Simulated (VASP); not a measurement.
# SnSe5 (P-6m2) in VASP: relaxation of cell and atoms with PBE

Aim: the relaxation of cell and atoms of SnSe5 with PBE.

Everything below comes from runs of VASP 6.6.1. Logs are shortened: lines on timing, memory, paths and dates and some standing lists are left out, and cuts for length are marked.

## Step 1: The cell of the first run

Symmetry: P-6m2, No. 187, hexagonal system. The conventional cell has a = 3.704 Å, b = 3.704 Å, c = 15.177 Å, α = 90.00°, β = 90.00°, γ = 120.00°. Within 3.8 Å of Sn (site symmetry -6m2) lie 6 Se at 2.76 Å and 6 Sn at 3.70 Å. Se (site symmetry 3m) has 3 Sn at 2.76 Å and 7 Se at 3.49 to 3.70 Å within 3.8 Å. Se (site symmetry 3m) has 10 Se at 2.75 to 3.70 Å within 3.8 Å. Within 3.8 Å of Se (site symmetry -6m2) lie 12 Se at 2.75 to 3.70 Å.

The cell was generated, and may not be a known phase.

## Step 2: Relaxation of cell and atoms, PBE

Contents of INCAR:

```
PREC     = Accurate       # precision mode
ENCUT    = 600            # plane-wave cutoff, eV
EDIFF    = 1E-6           # SCF threshold, eV
ISMEAR   = 0              # smearing method
SIGMA    = 0.1            # smearing width, eV
LREAL    = False          # projectors in reciprocal space
LASPH    = True           # aspherical terms in the spheres
NELM     = 60             # most SCF steps
ALGO     = Normal         # electronic algorithm
ISIF     = 3              # what is computed and relaxed
LWAVE    = False          # write WAVECAR
LCHARG   = False          # write CHGCAR
GGA      = PE             # functional
IBRION   = 2              # ionic algorithm
NSW      = 100            # ionic steps
EDIFFG   = -0.01          # ionic threshold
```

Contents of KPOINTS:

```
regular mesh
0
Gamma
  12 12 4
```

Contents of POSCAR:

```
SnSe5
1.0
    3.7035522081      0.0000000000      0.0000000000
   -1.8517761040      3.2073702965      0.0000000000
    0.0000000000      0.0000000000     15.1767034235
Sn Se
1 5
Direct
    0.0000000000      0.0000000000      0.0000000000
    0.6666666667      0.3333333333      0.8849477511
    0.0000000000      0.0000000000      0.6144578276
    0.6666666667      0.3333333333      0.5000000000
    0.0000000000      0.0000000000      0.3855421724
    0.6666666667      0.3333333333      0.1150522489
```

Potentials or basis: VASP PAW PBE potentials, release 64 (Sn_d, Se).

Launch:

```bash
> cat potpaw_PBE.64/Sn_d/POTCAR potpaw_PBE.64/Se/POTCAR > POTCAR
> mpirun -np 1 vasp_std > vasp.out
```

OUTCAR:

```text
PREC = Accurate
   ENCUT = 600
   EDIFF = 1E-6
   ISMEAR = 0
   LREAL = False
   LASPH = True
   NELM = 60
   ISIF = 3
   GGA = PE
   IBRION = 2
   NSW = 100
   EDIFFG = -0.01

 ion  position               nearest neighbor table
   1  0.000  0.000  0.000-   2 2.76   6 2.76   2 2.76   6 2.76   2 2.76   6 2.76
   2  0.667  0.333  0.885-   1 2.76   1 2.76   1 2.76
   3  0.000  0.000  0.614-   4 2.75   4 2.75   4 2.75
   4  0.667  0.333  0.500-   3 2.75   5 2.75   3 2.75   5 2.75   3 2.75   5 2.75
   5  0.000  0.000  0.386-   4 2.75   4 2.75   4 2.75
   6  0.667  0.333  0.115-   1 2.76   1 2.76   1 2.76

  LATTYP: Found a hexagonal cell.
 ALAT       =     3.7035522081
 C/A-ratio  =     4.0978775432

  Lattice vectors:

 A1 = (   3.7035522081,   0.0000000000,   0.0000000000)
 A2 = (  -1.8517761040,   3.2073702965,   0.0000000000)
 A3 = (   0.0000000000,   0.0000000000,  15.1767034235)

Analysis of symmetry for initial positions (statically):
=====================================================================
 Subroutine PRICEL returns:
 Original cell was already a primitive cell.

 Routine SETGRP: Setting up the symmetry group for a
 hexagonal supercell.

 Subroutine GETGRP returns: Found 12 space group operations
 (whereof 12 operations were pure point group operations)
 out of a pool of 24 trial point group operations.

The static configuration has the point symmetry D_3h.

Analysis of symmetry for dynamics (positions and initial velocities):
=====================================================================
 Subroutine PRICEL returns:
 Original cell was already a primitive cell.

 Routine SETGRP: Setting up the symmetry group for a
 hexagonal supercell.

 Subroutine GETGRP returns: Found 12 space group operations
 (whereof 12 operations were pure point group operations)
 out of a pool of 24 trial point group operations.

The dynamic configuration has the point symmetry D_3h.

 Subroutine INISYM returns: Found 12 space group operations
 (whereof 12 operations are pure point group operations),
 and found     1 'primitive' translations

----------------------------------------------------------------------------------------

                                     Primitive cell

  volume of cell :     180.2790

  direct lattice vectors                    reciprocal lattice vectors
     3.703552208  0.000000000  0.000000000     0.270011044  0.155890949  0.000000000
    -1.851776104  3.207370297  0.000000000     0.000000000  0.311781898  0.000000000
     0.000000000  0.000000000 15.176703423     0.000000000  0.000000000  0.065890462

[... 87 lines left out ...]
   LSORBIT =      F    spin-orbit coupling
   LASPH  =      T    aspherical Exc in radial PAW
   ENCUT  =  600.0 eV  44.10 Ry    6.64 a.u.   7.40  7.40 30.31*2*pi/ulx,y,z
   NELM   =     60;   NELMIN=  2; NELMDL= -5     # of ELM steps
   EDIFF  = 0.1E-05   stopping-criterion for ELM
   LREAL  =      F    real-space projection
   EDIFFG = -.1E-01   stopping-criterion for IOM
   NSW    =    100    number of steps for IOM
   IBRION =      2    ionic relax: 0-MD 1-quasi-New 2-CG
   NFREE  =      1    steps in history (QN), initial steepest desc. (CG)
   ISIF   =      3    stress and relaxation
   ISYM   =      2    0-nonsym 1-usesym 2-fastsym
   POTIM  = 0.5000    time-step for ionic-motion
   TEBEG  =    0.0;   TEEND  =   0.0 temperature during run
   PSTRESS=    0.0 pullay stress
   NELECT =      44.0000    total number of electrons
   NUPDOWN=      -1.0000    fix difference up-down
   EMIN   =  10.00;   EMAX   =-10.00  energy-range for DOS
   EFERMI =   0.00;   METHOD = LEGACY
   ISMEAR =     0;   SIGMA  =   0.10  broadening in eV -4-tet -1-fermi 0-gaus
   EFERMI_NEDOS =   21; number of points for ismear=-14 and -15
   IALGO  =     38    algorithm
   IMIX   =      4    mixing-type and parameters
     AMIX     =   0.40;   BMIX     =  1.00
     AMIX_MAG =   1.60;   BMIX_MAG =  1.00
  volume/ion in A,a.u.               =      30.05       202.76
  Fermi-wavevector in a.u.,A,eV,Ry     =   1.023083  1.933346 14.241192  1.046698
  Thomas-Fermi vector in A             =   2.156797
   LORBIT       =      0    0 simple, 1 ext, 2 COOP (PROOUT), +10 PAW based schemes
   GGA     = PE    functional components
   LHFCALC =     F    Hartree Fock is set to
   AEXX    =    0.0000 exact exchange contribution
   IVDW    =     0    specifies the selected vdW correction
   LEPSILON=     F    determine dielectric tensor
   LRPA    =     F    only Hartree local field effects (RPA)
 conjugate gradient relaxation of ions
 non-spin polarized calculation
 Gauss-broadening in eV      SIGMA  =   0.10
  energy-cutoff  :      600.00
  volume of cell :      180.28
 maximum number of plane-waves:      6084
 NGX is ok and might be reduce to    30
   NGX = 15   NGY = 15   NGZ = 61

--------------------------------------- Ionic step        1  -------------------------------------------

 number of electron      44.0000003 magnetization

 Free energy of the ion-electron system (eV)
  ---------------------------------------------------
  ext. energy  EPLUGINS =         0.00000000
  ---------------------------------------------------
  free energy    TOTEN  =       -20.26335303 eV

  energy without entropy =      -20.25680641  energy(sigma->0) =      -20.26007972

------------------------ aborting loop because EDIFF is reached ----------------------------------------

  FORCE on cell =-STRESS in cart. coord.  units (eV):
  Direction    XX          YY          ZZ          XY          YZ          ZX
  --------------------------------------------------------------------------------------
  -------------------------------------------------------------------------------------
  Total        0.2955488      0.2955488     -0.3946934      0.0000000      0.0000000      0.0000000
  in kB        2.6266048      2.6266048     -3.5077242      0.0000000      0.0000000      0.0000000
  external PRESSURE =       0.5818285 kB  Pullay stress =       0.0000000 kB
[... 1512 lines left out ...]
     25       6.2385      0.00000
     26       6.4416      0.00000

 [... further k-points ...]

[... ionic steps 4 to 46 ...]

--------------------------------------- Ionic step       47  -------------------------------------------

 number of electron      43.9999996 magnetization

------------------------ aborting loop because EDIFF is reached ----------------------------------------
[... 75 lines left out ...]
--------------------------------------- Ionic step       49  -------------------------------------------

 number of electron      43.9999996 magnetization

 Free energy of the ion-electron system (eV)
  ---------------------------------------------------
  ext. energy  EPLUGINS =         0.00000000
  ---------------------------------------------------
  free energy    TOTEN  =       -20.44151485 eV

  energy without entropy =      -20.43325830  energy(sigma->0) =      -20.43738657

 E-fermi :   4.7140     XC(G=0):  -9.7512

 val. band max:        4.7088326964   @ k =   0.0833  -0.0000   0.0000
 cond. band min:       4.7926960599   @ k =   0.3333   0.0000   0.2500
 fundamental gap:      0.0838633635
 Fermi energy:         4.7140304914
[... 729 lines left out ...]
  FREE ENERGIE OF THE ION-ELECTRON SYSTEM (eV)
  ---------------------------------------------------
  free  energy   TOTEN  =       -20.4415148469 eV

  energy  without entropy=      -20.4332582998  energy(sigma->0) =      -20.43738657

 reached required accuracy - stopping structural energy minimisation
```

It took 79 min on 1 thread of Intel Xeon 6975P-C (Granite Rapids), shared host; peak memory 0.58 GiB.

What came out:

```
Free energy                           : -20.4415 eV
Relaxed volume                        : 24.37 Å³/atom
Relaxed cell                          : a = 3.825 Å, b = 3.825 Å, c = 11.544 Å, α = 90.00°, β = 90.00°, γ = 120.00°
Space group after relaxing (to 0.1 Å) : P-6m2 (No. 187)
Energy gained by relaxing             : 29.7 meV/atom
Ionic steps                           : 49
Pressure after relaxing               : 0.0 GPa
Largest force after relaxing          : 0.004 eV/Å
Band gap on the k mesh                : zero (bands 22 and 23 overlap by 1.09 eV)
```

Forces in eV/Å, atoms in the order of the input:
```
Sn   0.000  0.000  0.000
Se   0.000  0.000  0.004
Se   0.000  0.000 -0.004
Se   0.000  0.000  0.000
Se   0.000  0.000  0.004
Se   0.000  0.000 -0.004
```

Step by step:
| step | energy change (eV) | largest force (eV/Å) | pressure (GPa) | volume (Å³) |
| --- | --- | --- | --- | --- |
| 1 | 0.0000 | 0.0512 | 0.06 | 180.28 |
| 3 | -0.0018 | 0.0470 | 0.02 | 180.63 |
| 5 | -0.0021 | 0.0040 | -0.18 | 180.94 |
| 7 | -0.0023 | 0.0130 | -0.13 | 180.76 |
| 9 | -0.0038 | 0.0396 | -0.09 | 179.69 |
| 11 | -0.0082 | 0.1547 | 0.12 | 175.40 |
| 13 | -0.0099 | 0.3322 | 0.50 | 169.65 |
| 15 | -0.0107 | 0.3343 | 0.50 | 169.14 |
| 17 | -0.0137 | 0.3455 | 0.48 | 167.10 |
| 19 | -0.0221 | 0.4460 | 0.71 | 158.94 |
| 21 | -0.0194 | 0.6226 | 1.35 | 152.94 |
| 23 | -0.0337 | 0.5840 | 1.38 | 148.86 |
| 25 | 0.4763 | 1.2118 | 8.66 | 130.04 |
| 27 | 0.0250 | 0.7449 | 4.77 | 136.17 |
| 29 | -0.0350 | 0.8635 | 3.51 | 139.68 |
| 31 | -0.0475 | 0.7633 | 3.38 | 139.29 |
| 33 | -0.0636 | 0.7030 | 3.03 | 139.84 |
| 35 | -0.1403 | 0.3667 | 0.13 | 145.46 |
| 37 | -0.1471 | 0.3501 | -0.27 | 146.40 |
| 39 | -0.1751 | 0.1077 | -0.02 | 146.45 |
| 41 | -0.1772 | 0.0775 | 0.09 | 146.47 |
| 43 | -0.1778 | 0.0201 | -0.11 | 146.79 |
| 45 | -0.1780 | 0.0220 | 0.02 | 146.38 |
| 47 | -0.1781 | 0.0074 | -0.04 | 146.37 |
| 49 | -0.1782 | 0.0037 | 0.00 | 146.24 |

Final structure:
```xyz
6
Lattice="3.8246 0.0000 0.0000 -1.9123 3.3122 0.0000 0.0000 0.0000 11.5439" Properties=species:S:1:pos:R:3 pbc="T T T"
Sn    0.0000    0.0000    0.0000
Se    1.9123    1.1041    9.7640
Se    0.0000    0.0000    7.5051
Se    1.9123    1.1041    5.7720
Se    0.0000    0.0000    4.0389
Se    1.9123    1.1041    1.7799
```

Levels at points of the mesh, in eV from the Fermi level:
```
           k point  band 20  band 21  band 22  band 23  band 24  band 25
(0.00, 0.00, 0.00)    -1.08    -0.17    -0.17     0.33     0.33     1.10
(0.50, 0.00, 0.00)    -1.92    -0.55    -0.25     0.10     0.50     0.81
(0.00, 0.00, 0.50)    -0.56    -0.42    -0.42    -0.31     0.37     0.37
(0.50, 0.00, 0.50)    -1.45    -1.18    -1.16    -0.65     1.35     1.37
```

Caveat: the volume moved by over 15 % at a fixed basis, so the end points are rough; spin-orbit coupling is left out, which moves the levels of the heavy elements.

The gap in the log of VASP goes by the Fermi energy; the results here count the filled bands.